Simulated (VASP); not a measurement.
InSb: single point with PBEsol

Crystal: InSb.

```
CELL_PARAMETERS angstrom
0.00000 3.33627 3.14193
3.33627 0.00000 3.14193
3.33627 3.33627 0.00000
ATOMIC_POSITIONS crystal
In 0.00000 0.00000 0.00000
Sb 0.75000 0.75000 0.75000
```

This cell differs from its parent crystal: strain +0.030 along x and y, -0.030 along z.

| Item | Value |
| --- | --- |
| Program | VASP 6.6.1 |
| Task | single point |
| Functional | PBEsol |
| Potentials or basis | VASP PAW PBE potentials, release 64 (In_d, Sb) |
| Cutoff | 520 eV |
| k mesh | 12 × 12 × 12 |
| Occupations | gaussian, width 0.15 eV |
| Spin | no spin polarisation |

```
Pressure               : -0.4 GPa
Band gap on the k mesh : 0.18 eV (least direct gap 0.27 eV)
```

Stress tensor (GPa, compression positive):
```
-0.94  0.00  0.00
 0.00 -0.94  0.00
 0.00  0.00  0.55
```

Levels at points of the mesh, in eV from the valence-band top:
```csv
k point,band 5,band 6,band 7,band 8,band 9,band 10,band 11,band 12,band 13,band 14
"(0.00, 0.00, 0.00)",-14.39,-10.56,-0.43,-0.09,-0.09,0.18,2.87,3.00,3.00,5.55
"(0.50, 0.00, 0.00)",-14.39,-9.26,-5.52,-1.14,-0.78,0.39,3.64,3.97,6.01,7.94
"(0.50, 0.50, 0.00)",-14.38,-8.58,-5.64,-2.37,-2.37,1.00,1.14,7.98,7.98,8.71
"(0.50, 0.00, 0.50)",-14.39,-8.73,-5.90,-2.08,-2.05,1.41,1.43,7.70,7.92,8.34
```

It took 4.3 min on 1 thread of Intel Xeon 8259CL (shared host), peak memory 0.34 GiB.

Caveat: the cell differs from its parent crystal (strain +0.030 along x and y, -0.030 along z); the PAW data sets were made with another functional, which shifts forces and pressure a little; spin-orbit coupling is left out, which moves the levels of the heavy elements. A k mesh can miss the band edges.
